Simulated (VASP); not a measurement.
# Hg (C2/m) in VASP: further runs, part 2 of 2

VASP 6.6.1. Earlier steps stand in the parts before.

**3. Single point, PBE**

Input file INCAR:

```
PREC     = Accurate       # precision mode
ENCUT    = 500            # plane-wave cutoff, eV
EDIFF    = 1E-6           # SCF threshold, eV
ISMEAR   = 0              # smearing method
SIGMA    = 0.1            # smearing width, eV
LREAL    = False          # projectors in reciprocal space
LASPH    = True           # aspherical terms in the spheres
NELM     = 120            # most SCF steps
ALGO     = Normal         # electronic algorithm
ISIF     = 2              # what is computed and relaxed
LWAVE    = False          # write WAVECAR
LCHARG   = False          # write CHGCAR
GGA      = PE             # functional
NBANDS   = 12             # bands
GGA_COMPAT= False
```

Input file KPOINTS:

```
regular mesh
0
Gamma
  2 2 2
```

Input file POSCAR:

```
Hg
1.0
    2.2339762741     -2.0458582601      0.0000000000
    2.2339762741      2.0458582601      0.0000000000
   -0.3487351701      0.0000000000      3.0398006871
Hg
1
Direct
    0.5000000000      0.5000000000      0.5000000000
```

Potentials or basis: VASP PAW PBE potentials, release 64 (Hg).

Command:

```console
$ cat potpaw_PBE.64/Hg/POTCAR > POTCAR
$ mpirun -np 1 vasp_std > vasp.out
```

OUTCAR:

```text
PREC = Accurate
   ENCUT = 500
   EDIFF = 1E-6
   ISMEAR = 0
   LREAL = False
   LASPH = True
   NELM = 120
   ISIF = 2
   GGA = PE

 ion  position               nearest neighbor table
   1  0.500  0.500  0.500-

  LATTYP: Found a base centered monoclinic cell.
 ALAT       =     4.4679525482
 B/A-ratio  =     0.9157922955
 C/A-ratio  =     0.6848191074
 COS(beta)  =    -0.1139754530

  Lattice vectors:

 A1 = (   2.2339762741,  -2.0458582601,   0.0000000000)
[... 250 lines left out ...]
     10      10.4609      0.00000
     11      12.0258      0.00000
     12      13.3348      0.00000

------------------------ aborting loop because EDIFF is reached ----------------------------------------

  FORCE on cell =-STRESS in cart. coord.  units (eV):
  Direction    XX          YY          ZZ          XY          YZ          ZX
  --------------------------------------------------------------------------------------
  -------------------------------------------------------------------------------------
  Total        1.3009900      1.7314269      2.7097438      0.0000000      0.0000000     -0.2325186
  in kB       75.0162486     99.8356224    156.2462507      0.0000000      0.0000000    -13.4072305
  external PRESSURE =     110.3660405 kB  Pullay stress =       0.0000000 kB

 VOLUME and BASIS-vectors are now :
 -----------------------------------------------------------------------------
  energy-cutoff  :      500.00
  volume of cell :       27.79
      direct lattice vectors                 reciprocal lattice vectors
     2.233976274 -2.045858260  0.000000000     0.223816164 -0.244396208  0.025676870
     2.233976274  2.045858260  0.000000000     0.223816164  0.244396208  0.025676870
    -0.348735170  0.000000000  3.039800687     0.000000000  0.000000000  0.328968937

 POSITION                                       TOTAL-FORCE (eV/Angst)
 -----------------------------------------------------------------------------------
      2.05961      0.00000      1.51990         0.000000      0.000000      0.000000
 -----------------------------------------------------------------------------------
    total drift:                               -0.000000     -0.000000     -0.000000

  FREE ENERGIE OF THE ION-ELECTRON SYSTEM (eV)
  ---------------------------------------------------
  free  energy   TOTEN  =         1.4397043284 eV

  energy  without entropy=        1.4547966821  energy(sigma->0) =        1.44725051
```

OSZICAR:

```text
N       E                     dE             d eps       ncg     rms          rms(c)
DAV:   1     0.749246873139E+02    0.74925E+02   -0.62613E+03   152   0.915E+02
DAV:   2     0.271910456802E+01   -0.72206E+02   -0.67338E+02   168   0.225E+02
DAV:   3     0.143241123049E+01   -0.12867E+01   -0.12845E+01   176   0.323E+01
DAV:   4     0.143093132890E+01   -0.14799E-02   -0.14799E-02   156   0.119E+00
DAV:   5     0.143092892235E+01   -0.24066E-05   -0.24067E-05   164   0.458E-02    0.575E+00
DAV:   6     0.143902865517E+01    0.80997E-02   -0.21759E-02   184   0.147E+00    0.371E+00
DAV:   7     0.143961361642E+01    0.58496E-03   -0.21832E-02   164   0.125E+00    0.199E-01
DAV:   8     0.143980411346E+01    0.19050E-03   -0.28552E-03   164   0.648E-01    0.838E-02
DAV:   9     0.143970363340E+01   -0.10048E-03   -0.17705E-04   156   0.124E-01    0.318E-02
DAV:  10     0.143970434574E+01    0.71234E-06   -0.43010E-05   180   0.847E-02    0.571E-03
DAV:  11     0.143970432840E+01   -0.17338E-07   -0.21425E-07   104   0.395E-03
   1 F= 0.14397043E+01 E0= 0.14472505E+01  d E =-.150924E-01
```

It took 3.9 s on 1 thread of Intel Xeon Platinum 8175M at 2.50GHz (Skylake/Cascade Lake), shared host; peak memory 0.13 GiB.

What came out:

- Free energy: 1.4397 eV
- Pressure: 11.0 GPa
- Band gap on the k mesh: zero (band 6 reaches 4.95 eV, above the bottom of band 7 at 0.03 eV)

Levels at points of the mesh, in eV from the Fermi level:
| k point | band 1 | band 2 | band 3 | band 4 | band 5 | band 6 | band 7 | band 8 | band 9 | band 10 |
| --- | --- | --- | --- | --- | --- | --- | --- | --- | --- | --- |
| (0.00, 0.00, 0.00) | -8.61 | -8.22 | -8.18 | -6.28 | -6.28 | -6.27 | 9.30 | 9.65 | 9.70 | 12.75 |
| (0.50, 0.00, 0.00) | -8.06 | -7.90 | -6.88 | -6.80 | -6.23 | -3.16 | -2.04 | 12.22 | 12.51 | 14.79 |
| (0.50, 0.50, 0.00) | -8.00 | -7.78 | -6.79 | -6.73 | -5.69 | 0.14 | 0.55 | 1.83 | 6.93 | 14.48 |
| (0.00, 0.00, 0.50) | -8.09 | -7.98 | -6.83 | -6.77 | -6.23 | -3.31 | -2.06 | 12.45 | 12.49 | 14.90 |
| (0.50, 0.00, 0.50) | -7.97 | -7.87 | -6.76 | -6.70 | -5.73 | 0.00 | 0.53 | 1.72 | 6.84 | 14.68 |
| (0.50, 0.50, 0.50) | -7.87 | -7.67 | -7.63 | -5.71 | -5.66 | 2.85 | 3.53 | 5.01 | 5.04 | 8.36 |

Caveat: the k points lie up to 1.04 Å⁻¹ apart; spin-orbit coupling is left out, which moves the levels of the heavy elements.

**4. Single point, PBE**

Input file INCAR:

```
SYSTEM = Hg
  ALGO = Normal
  EDIFF = 1E-6
  ENCUT = 500
  GGA = PE
  GGA_COMPAT = .False.
  ISIF = 2
  ISMEAR = -5
  LASPH = .True.
  LCHARG = .True.
  LELF = .True.
  LREAL = .False.
  LVHAR = .True.
  LWAVE = .False.
  NBANDS = 12
  NELM = 120
  PREC = Accurate
  SIGMA = 0.1
```

Input file KPOINTS:

```
k-points
0
Gamma
  2 2 2
  0 0 0
```

POSCAR is that of step 3.

Command:

```console
$ cat potpaw_PBE.64/Hg/POTCAR > POTCAR
$ mpirun -np 1 vasp_std > vasp.out
```

It took 5.1 s on 1 thread of Intel Xeon Platinum 8175M at 2.50GHz (Skylake/Cascade Lake), shared host; peak memory 0.13 GiB.

Results (log left out):

* Free energy: 0.7002 eV
* Pressure: 16.9 GPa
* Band gap on the k mesh: zero (band 6 reaches 5.08 eV, above the bottom of band 7 at 0.09 eV)

Stress tensor (GPa, compression positive):
```
24.64  0.00 -1.50
 0.00 21.94  0.00
-1.50  0.00  4.14
```

Levels at points of the mesh, in eV from the Fermi level:
| k point | band 2 | band 3 | band 4 | band 5 | band 6 | band 7 | band 8 | band 9 |
| --- | --- | --- | --- | --- | --- | --- | --- | --- |
| (0.00, 0.00, 0.00) | -7.54 | -7.52 | -5.61 | -5.61 | -5.53 | 9.75 | 10.05 | 10.11 |
| (0.50, 0.00, 0.00) | -7.30 | -6.22 | -6.09 | -5.54 | -2.58 | -1.63 | 12.65 | 12.92 |
| (0.50, 0.50, 0.00) | -7.12 | -6.11 | -6.07 | -4.95 | 0.67 | 0.98 | 2.25 | 7.39 |
| (0.00, 0.00, 0.50) | -7.38 | -6.17 | -6.09 | -5.51 | -2.74 | -1.68 | 12.89 | 12.90 |
| (0.50, 0.00, 0.50) | -7.19 | -6.05 | -6.04 | -5.00 | 0.54 | 0.94 | 2.13 | 7.28 |
| (0.50, 0.50, 0.50) | -7.03 | -6.99 | -4.98 | -4.93 | 3.30 | 4.05 | 5.45 | 5.47 |

Caveat: the k points lie up to 1.04 Å⁻¹ apart; spin-orbit coupling is left out, which moves the levels of the heavy elements; tetrahedron occupations give inexact forces and stress in metals.

**5. Single point, revPBE, collinear spin, zero start**

Input file INCAR:

```
SYSTEM = Hg
PREC = Accurate
ENCUT = 500
EDIFF = 1E-6
ISMEAR = 0
SIGMA = 0.1
LREAL = .FALSE.
LASPH = .TRUE.
NELM = 200
ALGO = Normal
ISIF = 2
LWAVE = .FALSE.
LCHARG = .FALSE.
ISPIN = 2
MAGMOM = 0
LORBIT = 11
NUPDOWN = 0.0
GGA = RE
NBANDS = 16
NELECT = 13.0
GGA_COMPAT = .FALSE.
```

Input file KPOINTS:

```
Automatic mesh
0
G
  2 2 2
  0 0 0
```

POSCAR is that of step 4.

Command:

```console
$ cat potpaw_PBE.64/Hg/POTCAR > POTCAR
$ mpirun -np 1 vasp_std > vasp.out
```

Wall time 13 s (1 thread of Intel Xeon Platinum 8175M at 2.50GHz (Skylake/Cascade Lake), shared host); peak memory 0.14 GiB.

The run converged. Its results:

| Property | Result |
| --- | --- |
| Free energy | 4.1262 eV |
| Net moment | 0.00 μB per cell |
| Valence electrons inside the program's atomic spheres | Hg 10.93 |

Caveat: the k points lie up to 1.04 Å⁻¹ apart; the cell carries a net charge on a neutralising background, which shifts energy and pressure; the cell is charged against a uniform background, so pressure and absolute levels hang on convention; the PAW data sets were made with another functional, which shifts forces and pressure a little; spin-orbit coupling is left out, which moves the levels of the heavy elements; the total moment is fixed, so each spin has its own Fermi level.
